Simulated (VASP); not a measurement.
The system is BaS.

```
CELL_PARAMETERS angstrom
0.00000 3.51941 3.51941
3.51941 0.00000 3.51941
3.51941 3.51941 0.00000
ATOMIC_POSITIONS crystal
Ba 0.00000 0.00000 0.00000
S 0.25000 0.25000 0.25000
```

Base run:

* Program: VASP 6.6.1
* Functional: PBE
* Potentials or basis: VASP PAW PBE potentials, release 64 (Ba_sv, S)
* Cutoff: 500 eV
* k mesh: 4 × 4 × 4, shifted
* Occupations: gaussian, width 0.01 eV
* Spin: no spin polarisation

Its results: band gap on the k mesh 3.18 eV (least direct gap 3.52 eV); pressure 0.4 GPa.

Question: The run is repeated on the same cell with these changes: k mesh from 4 × 4 × 4, shifted to 2 × 2 × 2, through Γ; further incar settings from ALGO = Normal; EDIFF = 1e-06; NBANDS = 15; ISYM = 0 to ALGO = Normal; EDIFF = 1e-06; NBANDS = 15. What comes out?

Answer: Band gap on the k mesh 2.75 eV (least direct gap 3.43 eV); pressure 0.7 GPa.

Caveats: some runs use coarse meshes; spin-orbit coupling is left out, which moves the levels of the heavy elements; a shifted mesh leaves out Γ, where band edges can lie (at least some runs).

A k mesh can miss the band edges.
